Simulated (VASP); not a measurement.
Wanted: the native input for a VASP 6.6.1 run.

```
Task                   : single point
Functional             : PBE
Potentials or basis    : VASP PAW PBE potentials, release 64 (Cd, S)
Cutoff                 : 520 eV
k mesh                 : 5 × 5 × 5
Occupations            : fermi-dirac, width 0.05 eV
Spin                   : no spin polarisation
Dipole correction      : no
Further INCAR settings : ALGO = Normal; EDIFF = 1e-07; NBANDS = 16
```

The structure of CdS (Hawleyite) lies in POSCAR:

```
CdS
1.0
    0.0000000000      2.9165000000      2.9165000000
    2.9165000000      0.0000000000      2.9165000000
    2.9165000000      2.9165000000      0.0000000000
Cd S
1 1
Direct
   -0.0103480000      0.0223960000     -0.0034000000
    0.7487080000      0.7471110000      0.7497450000
```

These files were run (other wordings do the same):

INCAR

```
SYSTEM = CdS
PREC     = Accurate       ! precision mode
ENCUT    = 520            ! plane-wave cutoff, eV
EDIFF    = 1E-7           ! SCF threshold, eV
ISMEAR   = -1             ! smearing method
SIGMA    = 0.05           ! smearing width, eV
LREAL    = .FALSE.        ! projectors in reciprocal space
LASPH    = .TRUE.         ! aspherical terms in the spheres
NELM     = 100            ! most SCF steps
ALGO     = Normal         ! electronic algorithm
ISIF     = 2              ! what is computed and relaxed
LWAVE    = .FALSE.        ! write WAVECAR
LCHARG   = .FALSE.        ! write CHGCAR
GGA      = PE             ! functional
NBANDS   = 16             ! bands
```

KPOINTS

```
Automatic mesh
0
G
  5 5 5
  0 0 0
```

Potentials or basis: VASP PAW PBE potentials, release 64 (Cd, S).

Launch:

```console
$ cat potpaw_PBE.64/Cd/POTCAR potpaw_PBE.64/S/POTCAR > POTCAR
$ mpirun -np 1 vasp_std > vasp.out
```

It gave:

```json
{
  "Pressure": "3.5 GPa",
  "Largest force": "0.545 eV/Å",
  "Band gap on the k mesh": "1.14 eV, direct"
}
```

It took 34 s on 1 thread of Intel(R) Xeon(R) Platinum 8259CL CPU @ 2.50GHz (Skylake/Cascade Lake) (shared host), peak memory 0.2 GiB.
